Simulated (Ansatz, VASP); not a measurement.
Two plane-wave programs on Tl

INCAR

```
PREC = Accurate ; ENCUT = 600
EDIFF = 1E-7 ; ISMEAR = -1
SIGMA = 0.1 ; LREAL = False
LASPH = True ; NELM = 60
ALGO = Normal ; ISIF = 3
LWAVE = False ; LCHARG = False
GGA = PS ; IBRION = 2
NSW = 100 ; EDIFFG = -0.002
```

File KPOINTS:

```
regular mesh
0
Gamma
  12 12 6
```

The input POSCAR:

```
Tl
1.0
    3.4560000000      0.0000000000      0.0000000000
   -1.7280000000      2.9929837955      0.0000000000
    0.0000000000      0.0000000000      5.5250000000
Tl
2
Direct
    0.3333333333      0.6666666667      0.2500000000
    0.6666666667      0.3333333333      0.7500000000
```

Input for Ansatz:

```yaml
crystal:
  lattice:
    - [3.45600000001, 0.0, 0.0]
    - [-1.728, 2.99298379549, 0.0]
    - [0.0, 0.0, 5.525]
  atoms:
    - { symbol: Tl, position: [0.333333333333, 0.666666666667, 0.25] }
    - { symbol: Tl, position: [0.666666666667, 0.333333333333, 0.75] }
kpoints:
  mp_grid: { grid: [12, 12, 6] }
scf:
  occupations: { method: fermi_dirac, width: 0.1 }
hamiltonian:
  xc: pbesol
  pseudopotentials: { kind: paw }
relax:
  f_tol: 0.002
  max_steps: 80
  cell: {}
output:
  forces: true
  stress: true
```

Alike in both runs: task relaxation of cell and atoms; functional PBEsol; k mesh 12 × 12 × 6; occupations fermi-dirac, width 0.1 eV; no spin polarisation.

|  | VASP | Ansatz |
| --- | --- | --- |
| version | VASP 6.6.1 | Ansatz 0.2.0 |
| potentials or method | VASP PAW PBE potentials, release 64 (Tl_d) | PAW with Ansatz's default frozen-core files, scalar-relativistic |
| plane-wave cutoff (eV) | 600 | 420 |
| valence electrons in the cell | 26 | 26 |

Ansatz gave:

| Quantity | Value |
| --- | --- |
| relaxed volume (Å³/atom) | 28.71 |
| relaxed cell length with the largest relative difference (Å) | 3.476 |

Problem. Which values does VASP return?

Solution. Relaxed volume (Å³/atom): 28.68; relaxed cell length with the largest relative difference (Å): 3.475.

VASP's potentials were made for PBE, not for PBEsol.

Spin-orbit coupling is off throughout.
